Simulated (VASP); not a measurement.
# TiC (I4/mmm) in VASP: further runs

TiC is run at these levels: PBE; tasks: single point.

Program: VASP 6.6.1. These are calculated values, not measurements. Logs are shortened: lines on timing, memory, paths and dates and some standing lists are left out, and cuts for length are marked.

**1. The cell of the first run**

It takes space group I4/mmm (No. 139, tetragonal). Conventional cell: a = 3.106 Å, b = 3.106 Å, c = 4.217 Å, α = 90.00°, β = 90.00°, γ = 90.00°. Within 2.8 Å of Ti (site symmetry 4/mmm) lie 6 C at 2.11 to 2.20 Å. C (site symmetry 4/mmm) has 6 Ti at 2.11 to 2.20 Å within 2.8 Å.

**2. Single point, PBE**

INCAR reads:

```
SYSTEM = TiC
PREC = Accurate
ENCUT = 520
EDIFF = 1E-7
ISMEAR = 0
SIGMA = 0.15
LREAL = .FALSE.
LASPH = .TRUE.
NELM = 100
ALGO = Normal
ISIF = 2
LWAVE = .FALSE.
LCHARG = .FALSE.
GGA = PE
NBANDS = 15
```

KPOINTS reads:

```
regular mesh
0
G
  26 26 26
  0 0 0
```

POSCAR reads:

```
TiC
1.0
    0.0000000000      2.1961427675      2.1082970568
    2.1961427675      0.0000000000      2.1082970568
    2.1961427675      2.1961427675      0.0000000000
Ti C
1 1
Direct
    0.0000000000      0.0000000000      0.0000000000
    0.5000000000      0.5000000000      0.5000000000
```

Potentials or basis: VASP PAW PBE potentials, release 64 (Ti_sv, C).

Started as:

```sh
$ cat potpaw_PBE.64/Ti_sv/POTCAR potpaw_PBE.64/C/POTCAR > POTCAR
$ mpirun -np 1 vasp_std > vasp.out
```

OUTCAR:

```text
SYSTEM = TiC
   PREC = Accurate
   ENCUT = 520
   EDIFF = 1E-7
   ISMEAR = 0
   LREAL = .FALSE.
   LASPH = .TRUE.
   NELM = 100
   ISIF = 2
   GGA = PE

 ion  position               nearest neighbor table
   1  0.000  0.000  0.000-   2 2.11   2 2.11   2 2.20   2 2.20   2 2.20   2 2.20
   2  0.500  0.500  0.500-   1 2.11   1 2.11   1 2.20   1 2.20   1 2.20   1 2.20

  LATTYP: Found a body centered tetragonal cell.
 ALAT       =     3.1058148867
 C/A-ratio  =     1.3576450199

  Lattice vectors:

 A1 = (   0.0000000000,  -2.1961427675,  -2.1082970568)
 A2 = (   0.0000000000,   2.1961427675,  -2.1082970568)
 A3 = (   2.1961427675,   0.0000000000,   2.1082970568)

Analysis of symmetry for initial positions (statically):
=====================================================================
 Subroutine PRICEL returns:
 Original cell was already a primitive cell.

 Routine SETGRP: Setting up the symmetry group for a
 body centered tetragonal supercell.

 Subroutine GETGRP returns: Found 16 space group operations
 (whereof 16 operations were pure point group operations)
 out of a pool of 16 trial point group operations.

The static configuration has the point symmetry D_4h.

Analysis of symmetry for dynamics (positions and initial velocities):
=====================================================================
 Subroutine PRICEL returns:
 Original cell was already a primitive cell.

 Routine SETGRP: Setting up the symmetry group for a
 body centered tetragonal supercell.

 Subroutine GETGRP returns: Found 16 space group operations
 (whereof 16 operations were pure point group operations)
 out of a pool of 16 trial point group operations.

The dynamic configuration has the point symmetry D_4h.

 Subroutine INISYM returns: Found 16 space group operations
 (whereof 16 operations are pure point group operations),
 and found     1 'primitive' translations

----------------------------------------------------------------------------------------

                                     Primitive cell

  volume of cell :      20.3368

  direct lattice vectors                    reciprocal lattice vectors
     0.000000000  2.196142768  2.108297057    -0.227671902  0.227671902  0.237158231
     2.196142768  0.000000000  2.108297057     0.227671902 -0.227671902  0.237158231
     2.196142768  2.196142768  0.000000000     0.227671902  0.227671902 -0.237158231

  length of vectors
     3.044332363  3.044332363  3.105814887     0.399891255  0.399891255  0.399891255

  position of ions in fractional coordinates (direct lattice)
[... 90 lines left out ...]
   NELECT =      16.0000    total number of electrons
   NUPDOWN=      -1.0000    fix difference up-down
   EMIN   =  10.00;   EMAX   =-10.00  energy-range for DOS
   EFERMI =   0.00;   METHOD = LEGACY
   ISMEAR =     0;   SIGMA  =   0.15  broadening in eV -4-tet -1-fermi 0-gaus
   EFERMI_NEDOS =   21; number of points for ismear=-14 and -15
   IALGO  =     38    algorithm
   IMIX   =      4    mixing-type and parameters
     AMIX     =   0.40;   BMIX     =  1.00
     AMIX_MAG =   1.60;   BMIX_MAG =  1.00
  volume/ion in A,a.u.               =      10.17        68.62
  Fermi-wavevector in a.u.,A,eV,Ry     =   1.511311  2.855964 31.076536  2.284061
  Thomas-Fermi vector in A             =   2.621385
   LORBIT       =      0    0 simple, 1 ext, 2 COOP (PROOUT), +10 PAW based schemes
   GGA     = PE    functional components
   LHFCALC =     F    Hartree Fock is set to
   AEXX    =    0.0000 exact exchange contribution
   IVDW    =     0    specifies the selected vdW correction
   LEPSILON=     F    determine dielectric tensor
   LRPA    =     F    only Hartree local field effects (RPA)
 non-spin polarized calculation
 Gauss-broadening in eV      SIGMA  =   0.15
  energy-cutoff  :      520.00
  volume of cell :       20.34
 maximum number of plane-waves:       562
   NGX = 11   NGY = 11   NGZ = 11

 number of electron      15.9999998 magnetization

 Free energy of the ion-electron system (eV)
  ---------------------------------------------------
  ext. energy  EPLUGINS =         0.00000000
  ---------------------------------------------------
  free energy    TOTEN  =       -18.68212627 eV

  energy without entropy =      -18.67885396  energy(sigma->0) =      -18.68049011

 E-fermi :   9.4091     XC(G=0): -12.6893

 val. band max:        9.4079663938   @ k =   0.4231   0.0000   0.4231
 cond. band min:       9.4134050679   @ k =  -0.0385   0.3077   0.2692
 fundamental gap:      0.0054386740
 Fermi energy:         9.4090925711

 k-point     1 :       0.0000    0.0000    0.0000
  band No.  band energies     occupation
      1     -47.1847      2.00000
      2     -23.2279      2.00000
      3     -23.2279      2.00000
      4     -23.1756      2.00000
      5      -2.9923      2.00000
      6      10.0027      0.00000
      7      10.0027      0.00000
      8      10.2972      0.00000
      9      10.9612      0.00000
     10      11.0249      0.00000
     11      11.0249      0.00000
     12      11.1837      0.00000
     13      11.2222      0.00000
     14      19.9144      0.00000
[... 401 lines left out ...]
      2     -23.6315      2.00000
      3     -23.2874      2.00000
      4     -23.2224      2.00000
      5      -0.3721      2.00000
      6       4.6876      2.00000
      7       6.7717      2.00000
      8       6.8376      2.00000
      9      11.7139      0.00000
     10      12.1135      0.00000
     11      13.0399      0.00000
     12      16.3297      0.00000
     13      17.2056      0.00000
     14      18.8922      0.00000
     15      24.8763      0.00000

 [... further k-points ...]

------------------------ aborting loop because EDIFF is reached ----------------------------------------

  FORCE on cell =-STRESS in cart. coord.  units (eV):
  Direction    XX          YY          ZZ          XY          YZ          ZX
  --------------------------------------------------------------------------------------
  -------------------------------------------------------------------------------------
  Total       -0.5977779     -0.5977779      1.5819846      0.0000000      0.0000000      0.0000000
  in kB      -47.0942109    -47.0942109    124.6320975      0.0000000      0.0000000      0.0000000
  external PRESSURE =      10.1478919 kB  Pullay stress =       0.0000000 kB

 VOLUME and BASIS-vectors are now :
 -----------------------------------------------------------------------------
  energy-cutoff  :      520.00
  volume of cell :       20.34
      direct lattice vectors                 reciprocal lattice vectors
     0.000000000  2.196142768  2.108297057    -0.227671902  0.227671902  0.237158231
     2.196142768  0.000000000  2.108297057     0.227671902 -0.227671902  0.237158231
     2.196142768  2.196142768  0.000000000     0.227671902  0.227671902 -0.237158231

 POSITION                                       TOTAL-FORCE (eV/Angst)
 -----------------------------------------------------------------------------------
      0.00000      0.00000      0.00000        -0.000000     -0.000000      0.000000
      2.19614      2.19614      2.10830         0.000000      0.000000     -0.000000
 -----------------------------------------------------------------------------------
    total drift:                                0.000000     -0.000000     -0.000000

  FREE ENERGIE OF THE ION-ELECTRON SYSTEM (eV)
  ---------------------------------------------------
  free  energy   TOTEN  =       -18.6821262699 eV

  energy  without entropy=      -18.6788539581  energy(sigma->0) =      -18.68049011
```

It took 3.5 min on 1 thread of Intel Xeon Platinum 8488C (Sapphire Rapids), shared host; peak memory 0.5 GiB.

Results:

* Free energy: -18.6821 eV
* Pressure: 1.0 GPa
* Band gap on the k mesh: zero (band 8 reaches 10.30 eV, above the bottom of band 9 at 8.72 eV)

Stress tensor (GPa, compression positive):
```
-4.71  0.00  0.00
 0.00 -4.71  0.00
 0.00  0.00 12.46
```

Levels at points of the mesh, in eV from the Fermi level:
```tsv
k point	band 4	band 5	band 6	band 7	band 8	band 9	band 10	band 11	band 12	band 13
(0.00, 0.00, 0.00)	-32.58	-12.40	0.59	0.59	0.89	1.55	1.62	1.62	1.77	1.81
(0.50, 0.00, 0.00)	-32.63	-8.92	-5.84	-2.94	-2.88	2.81	3.01	4.11	7.85	8.17
(0.50, 0.50, 0.00)	-32.83	-10.07	-3.13	-1.67	-0.25	-0.25	2.71	3.52	3.52	6.04
(0.50, 0.00, 0.50)	-32.76	-10.15	-3.58	-1.59	0.05	0.08	2.67	3.37	3.61	5.67
```

**3. Single point, PBE**

INCAR reads:

```
PREC = Accurate
ENCUT = 520
EDIFF = 1E-6
ISMEAR = 0
SIGMA = 0.15
LREAL = F
LASPH = T
NELM = 100
ALGO = Normal
ISIF = 2
LWAVE = F
LCHARG = T
GGA = PE
LELF = T
LVHAR = T
NBANDS = 15
```

KPOINTS reads:

```
Automatic mesh
0
Gamma
  26 26 26
```

POSCAR reads:

```
TiC
1.0
    0.0000000000      2.1315124848      2.2380881091
    2.1315124848      0.0000000000      2.2380881091
    2.1315124848      2.1315124848      0.0000000000
Ti C
1 1
Direct
    0.0000000000      0.0000000000      0.0000000000
    0.5000000000      0.5000000000      0.5000000000
```

Potentials or basis: VASP PAW PBE potentials, release 64 (Ti_sv, C).

Started as:

```sh
$ cat potpaw_PBE.64/Ti_sv/POTCAR potpaw_PBE.64/C/POTCAR > POTCAR
$ mpirun -np 1 vasp_std > vasp.out
```

Run time: 3.1 min. Hardware: 1 thread of Intel Xeon Platinum 8488C (Sapphire Rapids), shared host; peak memory 0.49 GiB.

The run converged. Its results:

- Free energy: -18.6735 eV
- Pressure: 1.3 GPa
- Band gap on the k mesh: zero (band 8 reaches 10.22 eV, above the bottom of band 9 at 8.84 eV)

Stress tensor (GPa, compression positive):
```
  7.26   0.00   0.00
  0.00   7.26   0.00
  0.00   0.00 -10.55
```

Levels at points of the mesh, in eV from the Fermi level:
| k point | band 5 | band 6 | band 7 | band 8 | band 9 | band 10 | band 11 | band 12 |
| --- | --- | --- | --- | --- | --- | --- | --- | --- |
| (0.00, 0.00, 0.00) | -12.40 | 0.45 | 0.81 | 0.81 | 1.47 | 1.55 | 1.73 | 1.73 |
| (0.50, 0.00, 0.00) | -8.92 | -5.84 | -2.96 | -2.87 | 2.81 | 3.01 | 4.12 | 7.76 |
| (0.50, 0.50, 0.00) | -10.20 | -3.76 | -1.57 | 0.20 | 0.20 | 2.70 | 3.47 | 3.47 |
| (0.50, 0.00, 0.50) | -10.10 | -3.26 | -1.64 | -0.16 | -0.15 | 2.68 | 3.35 | 3.68 |
